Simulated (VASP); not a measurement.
# Re (P6_3/mmc) in VASP: electric field gradients with PBEsol

Aim: the electric field gradients of Re with PBEsol.

Program: VASP 6.6.1. These are calculated values, not measurements. Logs are shortened: lines on timing, memory, paths and dates and some standing lists are left out, and cuts for length are marked.

## (1) The cell of the first run

Symmetry: P6_3/mmc, No. 194, hexagonal system. The conventional cell has a = 2.603 Å, b = 2.603 Å, c = 4.245 Å, α = 90.00°, β = 90.00°, γ = 120.00°. Within 3.4 Å of Re (site symmetry -6m2) lie 12 Re at 2.60 Å.

## (2) Electric field gradients, PBEsol (zz strain of +2 %)

The input, INCAR:

```
SYSTEM = Re
ALGO     = Normal         ! electronic algorithm
EDIFF    = 1E-8           ! SCF threshold, eV
ENCUT    = 520            ! plane-wave cutoff, eV
GGA      = PS             ! functional
ISIF     = 2              ! what is computed and relaxed
ISMEAR   = -1             ! smearing method
LASPH    = .TRUE.         ! aspherical terms in the spheres
LCHARG   = .FALSE.        ! write CHGCAR
LEFG     = .TRUE.       
LREAL    = .FALSE.        ! projectors in reciprocal space
LWAVE    = .FALSE.        ! write WAVECAR
NBANDS   = 14             ! bands
NELM     = 80             ! most SCF steps
PREC     = Accurate       ! precision mode
SIGMA    = 0.05           ! smearing width, eV
```

The input, KPOINTS:

```
k-points
0
G
  18 18 10
  0 0 0
```

The input, POSCAR:

```
Re
1.0
    2.6029010724      0.0000000000      0.0000000000
   -1.3014505362      2.2541784522      0.0000000000
    0.0000000000      0.0000000000      4.2452400000
Re
2
Direct
    0.3333333333      0.6666666667      0.2500000000
    0.6666666667      0.3333333333      0.7500000000
```

Potentials or basis: VASP PAW PBE potentials, release 64 (Re).

Command:

```console
cat potpaw_PBE.64/Re/POTCAR > POTCAR
mpirun -np 1 vasp_std > vasp.out
```

OUTCAR:

```text
SYSTEM = Re
   EDIFF = 1E-8
   ENCUT = 520
   GGA = PS
   ISIF = 2
   ISMEAR = -1
   LASPH = .TRUE.
   LREAL = .FALSE.
   NELM = 80
   PREC = Accurate

 ion  position               nearest neighbor table
   1  0.333  0.667  0.250-   2 2.60   2 2.60   2 2.60   2 2.60   2 2.60   2 2.60
   2  0.667  0.333  0.750-   1 2.60   1 2.60   1 2.60   1 2.60   1 2.60   1 2.60

  LATTYP: Found a hexagonal cell.
 ALAT       =     2.6029010724
 C/A-ratio  =     1.6309647896

  Lattice vectors:

 A1 = (   2.6029010724,   0.0000000000,   0.0000000000)
 A2 = (  -1.3014505362,   2.2541784522,   0.0000000000)
 A3 = (   0.0000000000,   0.0000000000,   4.2452400000)

Analysis of symmetry for initial positions (statically):
=====================================================================
 Subroutine PRICEL returns:
 Original cell was already a primitive cell.

 Routine SETGRP: Setting up the symmetry group for a
 hexagonal supercell.

 Subroutine GETGRP returns: Found 24 space group operations
 (whereof 12 operations were pure point group operations)
 out of a pool of 24 trial point group operations.

The static configuration has the point symmetry D_3d.
 The point group associated with its full space group is D_6h.

Analysis of symmetry for dynamics (positions and initial velocities):
=====================================================================
 Subroutine PRICEL returns:
 Original cell was already a primitive cell.

 Routine SETGRP: Setting up the symmetry group for a
 hexagonal supercell.

 Subroutine GETGRP returns: Found 24 space group operations
 (whereof 12 operations were pure point group operations)
 out of a pool of 24 trial point group operations.

The dynamic configuration has the point symmetry D_3d.
 The point group associated with its full space group is D_6h.

 Subroutine INISYM returns: Found 24 space group operations
 (whereof 12 operations are pure point group operations),
 and found     1 'primitive' translations

----------------------------------------------------------------------------------------

                                     Primitive cell

  volume of cell :      24.9085

  direct lattice vectors                    reciprocal lattice vectors
     2.602901072  0.000000000  0.000000000     0.384186710  0.221810301  0.000000000
    -1.301450536  2.254178452  0.000000000     0.000000000  0.443620601  0.000000000
     0.000000000  0.000000000  4.245240000     0.000000000  0.000000000  0.235557943

  length of vectors
     2.602901072  2.602901072  4.245240000     0.443620601  0.443620601  0.235557943

  position of ions in fractional coordinates (direct lattice)
     0.333333333  0.666666667  0.250000000
     0.666666667  0.333333333  0.750000000

  ion indices of the primitive-cell ions
   primitive index   ion index
                 1           1
                 2           2

----------------------------------------------------------------------------------------

 KPOINTS: k-points

Automatic generation of k-mesh.
 Grid dimensions read from file:
 generate k-points for:   18   18   10

 Generating k-lattice:

  Cartesian coordinates                     Fractional coordinates (reciprocal lattice)
     0.021343706  0.012322794  0.000000000     0.055555556  0.000000000  0.000000000
     0.000000000  0.024645589  0.000000000     0.000000000  0.055555556  0.000000000
     0.000000000  0.000000000  0.023555794     0.000000000  0.000000000  0.100000000

  Length of vectors
     0.024645589  0.024645589  0.023555794

  Shift w.r.t. Gamma in fractional coordinates (k-lattice)
[... 38 lines left out ...]
   dimension x,y,z NGXF=    40 NGYF=   40 NGZF=   64
   ions per type =               2
   NGX,Y,Z   is equivalent  to a cutoff of  12.77, 12.77, 12.53 a.u.
   NGXF,Y,Z  is equivalent  to a cutoff of  25.55, 25.55, 25.06 a.u.
 SYSTEM =  Re
   PREC   = accura    normal or accurate (medium, high low for compatibility)
   ISTART =      0    job   : 0-new  1-cont  2-samecut
   ICHARG =      2    charge: 1-file 2-atom 10-const
   ISPIN  =      1    spin polarized calculation?
   LNONCOLLINEAR =      F non collinear calculations
   LSORBIT =      F    spin-orbit coupling
   LASPH  =      T    aspherical Exc in radial PAW
   ENCUT  =  520.0 eV  38.22 Ry    6.18 a.u.   4.84  4.84  7.89*2*pi/ulx,y,z
   NELM   =     80;   NELMIN=  2; NELMDL= -5     # of ELM steps
   EDIFF  = 0.1E-07   stopping-criterion for ELM
   LREAL  =      F    real-space projection
   EDIFFG = 0.1E-06   stopping-criterion for IOM
   NSW    =      0    number of steps for IOM
   IBRION =     -1    ionic relax: 0-MD 1-quasi-New 2-CG
   NFREE  =      0    steps in history (QN), initial steepest desc. (CG)
   ISIF   =      2    stress and relaxation
   ISYM   =      2    0-nonsym 1-usesym 2-fastsym
   POTIM  = 0.5000    time-step for ionic-motion
   TEBEG  =    0.0;   TEEND  =   0.0 temperature during run
   PSTRESS=    0.0 pullay stress
   NELECT =      14.0000    total number of electrons
   NUPDOWN=      -1.0000    fix difference up-down
   EMIN   =  10.00;   EMAX   =-10.00  energy-range for DOS
   EFERMI =   0.00;   METHOD = LEGACY
   ISMEAR =    -1;   SIGMA  =   0.05  broadening in eV -4-tet -1-fermi 0-gaus
   EFERMI_NEDOS =   21; number of points for ismear=-14 and -15
   IALGO  =     38    algorithm
   IMIX   =      4    mixing-type and parameters
     AMIX     =   0.40;   BMIX     =  1.00
     AMIX_MAG =   1.60;   BMIX_MAG =  1.00
  volume/ion in A,a.u.               =      12.45        84.05
  Fermi-wavevector in a.u.,A,eV,Ry     =   1.351040  2.553095 24.834826  1.825308
  Thomas-Fermi vector in A             =   2.478494
   LORBIT       =      0    0 simple, 1 ext, 2 COOP (PROOUT), +10 PAW based schemes
   GGA     = PS    functional components
   LHFCALC =     F    Hartree Fock is set to
   AEXX    =    0.0000 exact exchange contribution
   IVDW    =     0    specifies the selected vdW correction
   LEPSILON=     F    determine dielectric tensor
   LRPA    =     F    only Hartree local field effects (RPA)
 non-spin polarized calculation
  energy-cutoff  :      520.00
  volume of cell :       24.91
 maximum number of plane-waves:       690
 NGX is ok and might be reduce to    20
   NGX =  9   NGY =  9   NGZ = 15

 number of electron      14.0000000 magnetization

 Free energy of the ion-electron system (eV)
  ---------------------------------------------------
  ext. energy  EPLUGINS =         0.00000000
  ---------------------------------------------------
  free energy    TOTEN  =       -25.73227559 eV

  energy without entropy =      -25.72208349  energy(sigma->0) =      -25.72717954

 E-fermi :   9.9506     XC(G=0): -14.7459

 val. band max:        9.9475121828   @ k =   0.3333   0.2778   0.5000
 cond. band min:       9.9509723697   @ k =   0.3889   0.2222   0.3000
 fundamental gap:      0.0034601870
 Fermi energy:         9.9506208300

 k-point     1 :       0.0000    0.0000    0.0000
  band No.  band energies     occupation
      1      -1.1174      2.00000
      2       1.9460      2.00000
      3       7.6983      2.00000
      4       7.8417      2.00000
      5       7.8417      2.00000
      6       8.9022      2.00000
      7       8.9022      2.00000
      8      10.2095      0.01123
      9      10.2095      0.01123
     10      10.9336      0.00000
     11      14.1277      0.00000
     12      14.1277      0.00000
     13      22.1611      0.00000
     14      24.3187      0.00000
[... 377 lines left out ...]
      1       3.0126      2.00000
      2       3.4238      2.00000
      3       3.4863      2.00000
      4       7.2629      2.00000
      5       7.5322      2.00000
      6       8.2039      2.00000
      7       9.1298      2.00000
      8      13.9620      0.00000
      9      14.7934      0.00000
     10      15.0606      0.00000
     11      17.2409      0.00000
     12      20.5138      0.00000
     13      22.1376      0.00000
     14      22.9665      0.00000

 [... further k-points ...]

------------------------ aborting loop because EDIFF is reached ----------------------------------------

  FORCE on cell =-STRESS in cart. coord.  units (eV):
  Direction    XX          YY          ZZ          XY          YZ          ZX
  --------------------------------------------------------------------------------------
  -------------------------------------------------------------------------------------
  Total       14.0931362     14.0931362     12.9052719     -0.0000000      0.0000000      0.0000000
  in kB      906.5046299    906.5046299    830.0983242     -0.0000000      0.0000000      0.0000000
  external PRESSURE =     881.0358613 kB  Pullay stress =       0.0000000 kB

 VOLUME and BASIS-vectors are now :
 -----------------------------------------------------------------------------
  energy-cutoff  :      520.00
  volume of cell :       24.91
      direct lattice vectors                 reciprocal lattice vectors
     2.602901072  0.000000000  0.000000000     0.384186710  0.221810301  0.000000000
    -1.301450536  2.254178452  0.000000000     0.000000000  0.443620601  0.000000000
     0.000000000  0.000000000  4.245240000     0.000000000  0.000000000  0.235557943

 POSITION                                       TOTAL-FORCE (eV/Angst)
 -----------------------------------------------------------------------------------
     -0.00000      1.50279      1.06131         0.000000     -0.000000      0.000000
      1.30145      0.75139      3.18393        -0.000000      0.000000      0.000000
 -----------------------------------------------------------------------------------
    total drift:                                0.000000     -0.000000     -0.000000

  FREE ENERGIE OF THE ION-ELECTRON SYSTEM (eV)
  ---------------------------------------------------
  free  energy   TOTEN  =       -25.7322755915 eV

  energy  without entropy=      -25.7220834882  energy(sigma->0) =      -25.72717954

 Electric field gradients (V/A^2)
---------------------------------------------------------------------
 ion       V_xx      V_yy      V_zz      V_xy      V_xz      V_yz
---------------------------------------------------------------------
   1      29.376    29.376   -58.753     0.000     0.000    -0.000
   2      29.376    29.376   -58.753     0.000    -0.000     0.000
---------------------------------------------------------------------

 Electric field gradients after diagonalization (V/A^2)
 (convention: |V_zz| > |V_xx| > |V_yy|)
----------------------------------------------------------------------
 ion       V_xx      V_yy      V_zz     asymmetry (V_yy - V_xx)/ V_zz
----------------------------------------------------------------------
   1      29.377    29.376   -58.753       0.000
   2      29.377    29.376   -58.753       0.000
----------------------------------------------------------------------

           NMR quadrupolar parameters

 Cq : quadrupolar parameter    Cq=e*Q*V_zz/h
 eta: asymmetry parameters     (V_yy - V_xx)/ V_zz
 Q  : nuclear electric quadrupole moment in mb (millibarn)
----------------------------------------------------------------------
 ion       Cq(MHz)       eta       Q (mb)
----------------------------------------------------------------------
   1      -0.142       0.000       1.000
   2      -0.142       0.000       1.000
----------------------------------------------------------------------
```

Wall time 1.7 min (1 thread of Intel Xeon Platinum 8488C (Sapphire Rapids), shared host); peak memory 0.19 GiB.

Results:

```yaml
Free_energy: -25.7323 eV
Pressure: 88.1 GPa
Band_gap_on_the_k_mesh: zero (bands 7 and 8 overlap by 4.35 eV)
Largest_electric_field_gradient_by_atom: Re -58.8 V/Å²
```

Electric field gradients, principal values (V/Å²):
| atom | least | middle | greatest (by size) |
| --- | --- | --- | --- |
| 1 Re | 29.376 | 29.377 | -58.753 |
| 2 Re | 29.376 | 29.377 | -58.753 |

Caveat: the cell differs from its parent crystal (zz strain of +2 %); the cell stands under pressure; without QUAD_EFG the Cq values of the log hold for a quadrupole moment of 1 mb, not for the nuclei; the PAW data sets were made with another functional, which shifts forces and pressure a little; spin-orbit coupling is left out, which moves the levels of the heavy elements.
